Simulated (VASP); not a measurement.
# NaH3 (P1) in VASP: relaxation of cell and atoms with PBE

Aim: the relaxation of cell and atoms of NaH3 with PBE.

Program: VASP 6.6.1. These are calculated values, not measurements. Logs are shortened: lines on timing, memory, paths and dates and some standing lists are left out, and cuts for length are marked.

## (1) The cell of the first run

The typed cell holds 8 atoms: a = 4.580 Å, b = 4.570 Å, c = 6.789 Å, α = 110.92°, β = 107.19°, γ = 90.77°.

## (2) Relaxation of cell and atoms, PBE

File INCAR:

```
SYSTEM = NaH3
ALGO = Normal ; EDIFF = 1E-7
EDIFFG = -0.025 ; ENCUT = 500
GGA = PE ; GGA_COMPAT = .FALSE.
IBRION = 2 ; ISIF = 3
ISMEAR = 0 ; LASPH = .TRUE.
LCHARG = .FALSE. ; LREAL = .FALSE.
LWAVE = .FALSE. ; NELM = 120
NELMIN = 4 ; NSW = 80
PREC = Accurate ; SIGMA = 0.1
```

File KPOINTS:

```
k-points
0
G
  4 4 4
  0 0 0
```

File POSCAR:

```
NaH3
1.0
    1.5151017807      0.0302019168     -4.3223799434
    0.0500443790     -4.5696273246      0.0503433338
   -6.3670114648      2.3534701706     -0.0896131401
Na H
2 6
Direct
    0.2421899245      0.2333330797     -0.0147161308
    0.7891398423      0.7323046176      0.0208819462
    0.9147159985      0.0531192526      0.4886587608
    0.2452008627      0.7405815695     -0.0072207282
    0.5706888620      0.5528249818      0.5151801279
    0.4372258204      0.4566650173      0.4781921112
    0.0387098720      0.9473297247      0.4995193027
    0.7621288176      0.2838417569      0.0195046102
```

Potentials or basis: VASP PAW PBE potentials, release 64 (Na_pv, H).

The run is started by

```
cat potpaw_PBE.64/Na_pv/POTCAR potpaw_PBE.64/H/POTCAR > POTCAR
mpirun -np 1 vasp_std > vasp.out
```

OUTCAR:

```text
SYSTEM = NaH3
   EDIFF = 1E-7
   EDIFFG = -0.025
   ENCUT = 500
   GGA = PE
   IBRION = 2
   ISIF = 3
   ISMEAR = 0
   LASPH = .TRUE.
   LREAL = .FALSE.
   NELM = 120
   NELMIN = 4
   NSW = 80
   PREC = Accurate

 ion  position               nearest neighbor table
   1  0.242  0.233  0.985-
   2  0.789  0.732  0.021-
   3  0.915  0.053  0.489-   7 0.75
   4  0.245  0.741  0.993-
   5  0.571  0.553  0.515-   6 0.67
   6  0.437  0.457  0.478-   5 0.67
   7  0.039  0.947  0.500-   3 0.75
   8  0.762  0.284  0.020-

  LATTYP: Found a triclinic cell.
 ALAT       =     4.5701786373
 B/A-ratio  =     1.4062913297
 C/A-ratio  =     2.4541489689
 COS(alpha) =     0.0034401823
 COS(beta)  =     0.6042926180
 COS(gamma) =     0.7015645771

  Lattice vectors:

 A1 = (  -0.0500443790,   4.5696273246,  -0.0503433338)
 A2 = (  -1.5651461597,   4.5394254078,   4.2720366096)
 A3 = (   7.7820244875,   6.8159863954,  -4.3334534709)

Analysis of symmetry for initial positions (statically):
=====================================================================
 Subroutine PRICEL returns:
 Original cell was already a primitive cell.

 Routine SETGRP: Setting up the symmetry group for a
 triclinic supercell.

 Subroutine GETGRP returns: Found  1 space group operations
 (whereof  1 operations were pure point group operations)
 out of a pool of  2 trial point group operations.

The static configuration has the point symmetry C_1 .

Analysis of symmetry for dynamics (positions and initial velocities):
=====================================================================
 Subroutine PRICEL returns:
 Original cell was already a primitive cell.

 Routine SETGRP: Setting up the symmetry group for a
 triclinic supercell.

 Subroutine GETGRP returns: Found  1 space group operations
 (whereof  1 operations were pure point group operations)
 out of a pool of  2 trial point group operations.

The dynamic configuration has the point symmetry C_1 .

 Subroutine INISYM returns: Found  1 space group operations
 (whereof  1 operations are pure point group operations),
 and found     1 'primitive' translations

----------------------------------------------------------------------------------------

                                     Primitive cell

  volume of cell :     125.6814

  direct lattice vectors                    reciprocal lattice vectors
     1.515101781  0.030201917 -4.322379943     0.002315515 -0.002514708 -0.230559951
     0.050044379 -4.569627325  0.050343334    -0.080918002 -0.220051823 -0.029901350
    -6.367011465  2.353470171 -0.089613140    -0.157144565 -0.002327999 -0.055099349

  length of vectors
     4.580329021  4.570178637  6.788643999     0.230585291  0.236356973  0.166540603

  position of ions in fractional coordinates (direct lattice)
     0.242189925  0.233333080  0.985283869
     0.789139842  0.732304618  0.020881946
     0.914715999  0.053119253  0.488658761
     0.245200863  0.740581570  0.992779272
     0.570688862  0.552824982  0.515180128
     0.437225820  0.456665017  0.478192111
     0.038709872  0.947329725  0.499519303
     0.762128818  0.283841757  0.019504610

  ion indices of the primitive-cell ions
   primitive index   ion index
                 1           1
                 2           2
                 3           3
                 4           4
                 5           5
                 6           6
                 7           7
                 8           8

----------------------------------------------------------------------------------------

 KPOINTS: k-points

Automatic generation of k-mesh.
 Grid dimensions read from file:
 generate k-points for:    4    4    4

 Generating k-lattice:

  Cartesian coordinates                     Fractional coordinates (reciprocal lattice)
     0.000578879 -0.000628677 -0.057639988     0.250000000  0.000000000  0.000000000
    -0.020229501 -0.055012956 -0.007475338    -0.000000000  0.250000000  0.000000000
    -0.039286141 -0.000582000 -0.013774837    -0.000000000 -0.000000000  0.250000000

  Length of vectors
     0.057646323  0.059089243  0.041635151

  Shift w.r.t. Gamma in fractional coordinates (k-lattice)
     0.000000000  0.000000000  0.000000000

 Subroutine IBZKPT returns following result:
 ===========================================

 Found     36 irreducible k-points:

 Following reciprocal coordinates:
            Coordinates               Weight
  0.000000  0.000000  0.000000      1.000000
  0.250000  0.000000  0.000000      2.000000
  0.500000  0.000000  0.000000      1.000000
  0.000000  0.250000  0.000000      2.000000
  0.250000  0.250000  0.000000      2.000000
  0.500000  0.250000  0.000000      2.000000
[... 16 lines left out ...]
  0.000000 -0.250000  0.250000      2.000000
  0.250000 -0.250000  0.250000      2.000000
 [... further k-points ...]
   k-points           NKPTS =     36   k-points in BZ     NKDIM =     36   number of bands    NBANDS=     15
   number of dos      NEDOS =    301   number of ions     NIONS =      8
   total plane-waves  NPLWV =  64800
   dimension x,y,z NGX =    36 NGY =   36 NGZ =   50
   dimension x,y,z NGXF=    72 NGYF=   72 NGZF=  100
   ions per type =               2   6
   NGX,Y,Z   is equivalent  to a cutoff of  13.07, 13.10, 12.24 a.u.
   NGXF,Y,Z  is equivalent  to a cutoff of  26.13, 26.19, 24.49 a.u.
 SYSTEM =  NaH3
   PREC   = accura    normal or accurate (medium, high low for compatibility)
   ISTART =      0    job   : 0-new  1-cont  2-samecut
   ICHARG =      2    charge: 1-file 2-atom 10-const
   ISPIN  =      1    spin polarized calculation?
   LNONCOLLINEAR =      F non collinear calculations
   LSORBIT =      F    spin-orbit coupling
   LASPH  =      T    aspherical Exc in radial PAW
   ENCUT  =  500.0 eV  36.75 Ry    6.06 a.u.   8.35  8.33 12.38*2*pi/ulx,y,z
   NELM   =    120;   NELMIN=  4; NELMDL= -5     # of ELM steps
   EDIFF  = 0.1E-06   stopping-criterion for ELM
   LREAL  =      F    real-space projection
   EDIFFG = -.3E-01   stopping-criterion for IOM
   NSW    =     80    number of steps for IOM
   IBRION =      2    ionic relax: 0-MD 1-quasi-New 2-CG
   NFREE  =      1    steps in history (QN), initial steepest desc. (CG)
   ISIF   =      3    stress and relaxation
   ISYM   =      2    0-nonsym 1-usesym 2-fastsym
   POTIM  = 0.5000    time-step for ionic-motion
   TEBEG  =    0.0;   TEEND  =   0.0 temperature during run
   PSTRESS=    0.0 pullay stress
   NELECT =      20.0000    total number of electrons
   NUPDOWN=      -1.0000    fix difference up-down
   EMIN   =  10.00;   EMAX   =-10.00  energy-range for DOS
   EFERMI =   0.00;   METHOD = LEGACY
   ISMEAR =     0;   SIGMA  =   0.10  broadening in eV -4-tet -1-fermi 0-gaus
   EFERMI_NEDOS =   21; number of points for ismear=-14 and -15
   IALGO  =     38    algorithm
   IMIX   =      4    mixing-type and parameters
     AMIX     =   0.40;   BMIX     =  1.00
     AMIX_MAG =   1.60;   BMIX_MAG =  1.00
  volume/ion in A,a.u.               =      15.71       106.02
  Fermi-wavevector in a.u.,A,eV,Ry     =   0.887145  1.676461 10.708138  0.787026
  Thomas-Fermi vector in A             =   2.008404
   LORBIT       =      0    0 simple, 1 ext, 2 COOP (PROOUT), +10 PAW based schemes
   GGA     = PE    functional components
   LHFCALC =     F    Hartree Fock is set to
   AEXX    =    0.0000 exact exchange contribution
   IVDW    =     0    specifies the selected vdW correction
   LEPSILON=     F    determine dielectric tensor
   LRPA    =     F    only Hartree local field effects (RPA)
 conjugate gradient relaxation of ions
 non-spin polarized calculation
 Gauss-broadening in eV      SIGMA  =   0.10
  energy-cutoff  :      500.00
  volume of cell :      125.68
 maximum number of plane-waves:      3212
 NGX is ok and might be reduce to    36
   NGX = 17   NGY = 17   NGZ = 25

--------------------------------------- Ionic step        1  -------------------------------------------

 number of electron      19.9999995 magnetization

 Free energy of the ion-electron system (eV)
  ---------------------------------------------------
  ext. energy  EPLUGINS =         0.00000000
  ---------------------------------------------------
  free energy    TOTEN  =       -23.05097674 eV

  energy without entropy =      -23.05097674  energy(sigma->0) =      -23.05097674

------------------------ aborting loop because EDIFF is reached ----------------------------------------

  FORCE on cell =-STRESS in cart. coord.  units (eV):
  Direction    XX          YY          ZZ          XY          YZ          ZX
  --------------------------------------------------------------------------------------
  -------------------------------------------------------------------------------------
  Total        0.0724059      0.9601341      1.5117697     -0.0086560      1.2865286     -0.0532696
  in kB        0.9230250     12.2397217     19.2719343     -0.1103463     16.4005761     -0.6790771
  external PRESSURE =      10.8115603 kB  Pullay stress =       0.0000000 kB
[... 107 lines left out ...]
  FREE ENERGIE OF THE ION-ELECTRON SYSTEM (eV)
  ---------------------------------------------------
  free  energy   TOTEN  =       -23.1824885869 eV

  energy  without entropy=      -23.1824885869  energy(sigma->0) =      -23.18248859

[... ionic steps 4 to 37 ...]

--------------------------------------- Ionic step       38  -------------------------------------------

 number of electron      20.0000006 magnetization

------------------------ aborting loop because EDIFF is reached ----------------------------------------
[... 79 lines left out ...]
--------------------------------------- Ionic step       40  -------------------------------------------

 number of electron      20.0000005 magnetization

 Free energy of the ion-electron system (eV)
  ---------------------------------------------------
  ext. energy  EPLUGINS =         0.00000000
  ---------------------------------------------------
  free energy    TOTEN  =       -23.27517057 eV

  energy without entropy =      -23.27517057  energy(sigma->0) =      -23.27517057

 E-fermi :  -1.3365     XC(G=0):  -6.1547

 val. band max:       -1.7634198440   @ k =   0.0000   0.0000   0.0000
 cond. band min:       1.1792799855   @ k =   0.5000   0.5000   0.5000
 fundamental gap:      2.9426998295
 Fermi energy:        -1.3365085612

 k-point     1 :       0.0000    0.0000    0.0000
  band No.  band energies     occupation
      1     -24.6645      2.00000
      2     -24.6475      2.00000
      3     -24.5747      2.00000
      4     -24.5742      2.00000
      5     -24.5044      2.00000
      6     -24.5039      2.00000
      7      -9.2349      2.00000
      8      -7.9834      2.00000
      9      -4.2524      2.00000
     10      -1.7634      2.00000
     11       1.4588      0.00000
     12       3.3448      0.00000
     13       3.6330      0.00000
     14       4.6988      0.00000
[... 401 lines left out ...]
      2     -24.6516      2.00000
      3     -24.5822      2.00000
      4     -24.5477      2.00000
      5     -24.5354      2.00000
      6     -24.5002      2.00000
      7      -8.8918      2.00000
      8      -8.2720      2.00000
      9      -3.7359      2.00000
     10      -2.3614      2.00000
     11       2.1306      0.00000
     12       2.3451      0.00000
     13       2.9814      0.00000
     14       3.7723      0.00000
     15       4.7496      0.00000

 [... further k-points ...]

------------------------ aborting loop because EDIFF is reached ----------------------------------------

  FORCE on cell =-STRESS in cart. coord.  units (eV):
  Direction    XX          YY          ZZ          XY          YZ          ZX
  --------------------------------------------------------------------------------------
  -------------------------------------------------------------------------------------
  Total       -0.0519065      0.0394989      0.0538446      0.0000802     -0.0118340      0.0506017
  in kB       -0.6918036      0.5264367      0.7176343      0.0010688     -0.1577221      0.6744130
  external PRESSURE =       0.1840891 kB  Pullay stress =       0.0000000 kB
[... 23 lines left out ...]
  FREE ENERGIE OF THE ION-ELECTRON SYSTEM (eV)
  ---------------------------------------------------
  free  energy   TOTEN  =       -23.2751705664 eV

  energy  without entropy=      -23.2751705664  energy(sigma->0) =      -23.27517057

 reached required accuracy - stopping structural energy minimisation
```

It took 12 min on 1 thread of AMD EPYC 9R45 (Zen 5), shared host; peak memory 0.23 GiB.

Results:

| Item | Value |
| --- | --- |
| Free energy | -23.2752 eV |
| Relaxed volume | 15.03 Å³/atom |
| Relaxed cell | a = 4.553 Å, b = 4.556 Å, c = 6.742 Å, α = 111.03°, β = 111.37°, γ = 89.99° |
| Space group after relaxing (to 0.1 Å) | P1 (No. 1) |
| Energy gained by relaxing | 28.0 meV/atom |
| Ionic steps | 40 |
| Pressure after relaxing | 0.0 GPa |
| Largest force after relaxing | 0.024 eV/Å |
| Band gap on the k mesh | 2.94 eV (least direct gap 3.22 eV) |

Forces on the atoms (eV/Å):
```
Na  -0.011 -0.016  0.014
Na   0.017  0.016 -0.005
H    0.016 -0.004 -0.007
H    0.006  0.008  0.012
H   -0.016  0.011  0.003
H    0.012 -0.009 -0.001
H   -0.019  0.009 -0.006
H   -0.004 -0.015 -0.010
```

Step by step:
```tsv
step	energy change (eV)	largest force (eV/Å)	pressure (GPa)	volume (Å³)
1	0.0000	3.4969	1.08	125.68
2	0.6001	4.2525	-1.97	127.61
3	-0.1315	0.5514	-0.12	126.17
4	-0.1333	0.5552	-0.03	126.13
5	-0.1335	0.5566	0.00	126.11
6	-0.1578	0.4488	-0.06	126.15
7	-0.2004	0.3005	-0.15	126.27
8	-0.2063	0.4188	-0.14	126.33
9	-0.1724	1.4476	-0.69	125.97
10	-0.2095	0.0709	-0.27	126.25
11	-0.2122	0.0609	-0.20	125.55
12	-0.2157	0.0515	-0.05	123.94
13	-0.2160	0.0522	0.01	123.37
14	-0.2157	0.2496	0.19	123.17
15	-0.2164	0.0956	0.09	123.28
16	-0.2169	0.0875	0.08	123.27
17	-0.2182	0.0594	0.05	123.23
18	-0.2195	0.0436	-0.03	123.16
19	-0.2195	0.0575	-0.04	123.14
20	-0.2200	0.0712	0.01	123.05
21	-0.2200	0.0800	0.02	123.04
22	-0.2204	0.0600	0.00	123.00
23	-0.2212	0.0661	-0.06	122.86
24	-0.2202	0.2568	-0.23	122.59
25	-0.2213	0.0802	-0.10	122.80
26	-0.2218	0.0669	-0.08	122.67
27	-0.2222	0.0639	-0.06	122.43
28	-0.2222	0.0752	-0.06	122.37
29	-0.2226	0.0554	-0.10	122.15
30	-0.2226	0.0598	-0.12	122.08
31	-0.2230	0.0428	-0.09	121.79
32	-0.2232	0.0350	-0.06	121.42
33	-0.2235	0.0377	-0.06	121.25
34	-0.2235	0.1063	-0.07	121.06
35	-0.2236	0.1027	-0.06	121.00
36	-0.2238	0.0927	-0.04	120.82
37	-0.2240	0.0734	-0.02	120.45
38	-0.2239	0.0401	0.04	119.72
39	-0.2241	0.0595	0.01	120.18
40	-0.2242	0.0242	0.02	120.21
```

Final structure:
```yaml
crystal:
  lattice:
    - [1.66113, 0.00128, -4.23953]
    - [0.05101, -4.55601, 0.01763]
    - [-6.31758, 2.34903, 0.16340]
  atoms:
    - { symbol: Na, position: [0.25620, 0.24484, 0.99738] }
    - { symbol: Na, position: [0.75979, 0.75260, 0.00795] }
    - { symbol: H, position: [0.93214, 0.06295, 0.50201] }
    - { symbol: H, position: [0.24941, 0.74051, 0.98693] }
    - { symbol: H, position: [0.57080, 0.54937, 0.50057] }
    - { symbol: H, position: [0.42877, 0.45819, 0.49579] }
    - { symbol: H, position: [0.03682, 0.93508, 0.49110] }
    - { symbol: H, position: [0.76606, 0.25647, 0.01826] }
```
